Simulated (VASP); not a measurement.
Input of a VASP 6.6.1 run:

Contents of INCAR:

```
SYSTEM = Ga3F
ALGO     = Normal         ! electronic algorithm
EDIFF    = 1E-6           ! SCF threshold, eV
ENCUT    = 520            ! plane-wave cutoff, eV
GGA      = PE             ! functional
ISIF     = 2              ! what is computed and relaxed
ISMEAR   = 0              ! smearing method
LASPH    = .TRUE.         ! aspherical terms in the spheres
LCHARG   = .FALSE.        ! write CHGCAR
LREAL    = .FALSE.        ! projectors in reciprocal space
LWAVE    = .FALSE.        ! write WAVECAR
NBANDS   = 31             ! bands
NELM     = 100            ! most SCF steps
PREC     = Accurate       ! precision mode
SIGMA    = 0.1            ! smearing width, eV
```

Contents of KPOINTS:

```
k-points
0
G
  4 4 4
  0 0 0
```

File POSCAR:

```
Ga3F
1.0
    0.0000000000      3.2475472600      3.2475472600
    3.2475472600      0.0000000000      3.2475472600
    3.2475472600      3.2475472600      0.0000000000
Ga F
3 1
Direct
    0.2500000000      0.2500000000      0.2500000000
    0.7500000000      0.7500000000      0.7500000000
    0.0000000000      0.0000000000      0.0000000000
    0.5000000000      0.5000000000      0.5000000000
```

Potentials or basis: VASP PAW PBE potentials, release 64 (Ga_d, F).

Launch:

```bash
$ cat potpaw_PBE.64/Ga_d/POTCAR potpaw_PBE.64/F/POTCAR > POTCAR
$ mpirun -np 1 vasp_std > vasp.out
```

Problem. What does it give for the pressure?

Solution. -0.5 GPa.

Problem. What does it give for the band gap on the k mesh?

Solution. Zero (band 23 reaches 5.21 eV, above the bottom of band 24 at 3.76 eV).

Caveat: the k points lie up to 0.42 Å⁻¹ apart.
